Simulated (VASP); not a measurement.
Write the native input for VASP 6.6.1 that does the following.

| Property | Result |
| --- | --- |
| Task | single point |
| Functional | PBE |
| Potentials or basis | VASP PAW PBE potentials, release 64 (Sb) |
| Cutoff | 500 eV |
| k mesh | 5 × 5 × 5 |
| Occupations | gaussian, width 0.0403 eV |
| Spin | no spin polarisation |
| Dipole correction | no |
| Further INCAR settings | ALGO = Normal; EDIFF = 1e-06; NBANDS = 8; ISYM = 0 |

The structure of Sb lies in POSCAR:

```
Sb
1.0
    0.0000000000      3.0387930000      3.0387930000
    3.0387930000      0.0000000000      3.0387930000
    3.0387930000      3.0387930000      0.0000000000
Sb
1
Direct
    0.0000000000      0.0000000000      0.0000000000
```

The input as run:

INCAR

```
SYSTEM = Sb
PREC = Accurate ; ENCUT = 500
EDIFF = 1E-6 ; ISMEAR = 0
SIGMA = 0.0403 ; LREAL = .False.
LASPH = .True. ; NELM = 120
ALGO = Normal ; ISIF = 2
LWAVE = .False. ; LCHARG = .True.
GGA = PE ; LELF = .True.
LVHAR = .True. ; NBANDS = 8
ISYM = 0 ; GGA_COMPAT = .False.
```

KPOINTS

```
Automatic mesh
0
Gamma
  5 5 5
  0 0 0
```

Potentials or basis: VASP PAW PBE potentials, release 64 (Sb).

Command:

```console
$ cat potpaw_PBE.64/Sb/POTCAR > POTCAR
$ mpirun -np 1 vasp_std > vasp.out
```

It gave:

```json
{"Pressure": "-7.5 GPa"}
```

Wall time 12 s on 1 thread of Intel(R) Xeon(R) Platinum 8375C CPU @ 2.90GHz (Ice Lake), on a shared host, peak memory 0.18 GiB.
